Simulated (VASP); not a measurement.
Crystal: TaSi5.

```
Ta Si
1.0
     2.37887   -3.91651    0.00000
     2.37887    3.91651    0.00000
    -0.60451    0.00000    4.85557
Ta Si
1 5
Direct
  0.91004 0.91004 0.04476
  0.73178 0.34240 0.73151
  0.62729 0.29284 0.21990
  0.29284 0.62729 0.21990
  0.34240 0.73178 0.73151
  0.10997 0.10997 0.56079
```

- Program: VASP 6.6.1
- Task: relaxation of cell and atoms
- Functional: PBE
- Potentials or basis: VASP PAW PBE potentials, release 64 (Ta_pv, Si)
- Cutoff: 600 eV
- k mesh: 4 × 4 × 4
- Occupations: gaussian, width 0.1 eV
- Spin: no spin polarisation

At the start: pressure 0.4 GPa; volume 15.08 Å³/atom.

**Question.** How do energy, volume and symmetry change on relaxing?

**Answer.** Over 10 steps the energy falls by 5.2 meV/atom and the volume is 15.10 Å³/atom (+0.1 %); space group Cm (No. 8, to 0.1 Å) before and after.

Step by step:
| step | energy change (eV) | largest force (eV/Å) | pressure (GPa) | volume (Å³) |
| --- | --- | --- | --- | --- |
| 1 | 0.0000 | 0.2603 | 0.36 | 90.48 |
| 2 | -0.0186 | 0.1484 | -0.32 | 90.91 |
| 3 | -0.0191 | 0.1361 | -0.42 | 90.99 |
| 4 | -0.0252 | 0.1051 | 0.10 | 90.57 |
| 5 | -0.0259 | 0.1151 | 0.34 | 90.38 |
| 6 | -0.0286 | 0.0711 | -0.13 | 90.66 |
| 7 | -0.0288 | 0.0817 | -0.29 | 90.77 |
| 8 | -0.0302 | 0.0938 | 0.14 | 90.50 |
| 9 | -0.0302 | 0.0955 | 0.18 | 90.48 |
| 10 | -0.0313 | 0.0399 | 0.03 | 90.58 |

Final structure:
```
Ta Si
1.0
     2.35203   -3.96329    0.00694
     2.35203    3.96329    0.00694
    -0.58339    0.00000    4.85696
Ta Si
1 5
Cartesian
  4.2633 0.0000 0.2618
  2.1042 -1.4878 3.5485
  2.0185 -1.3261 1.0657
  2.0185 1.3261 1.0657
  2.1042 1.4878 3.5485
  0.2074 0.0000 2.7345
```

Caveat: the k points lie up to 0.39 Å⁻¹ apart in the final cell, too coarse for converged energies and pressures of a metal.
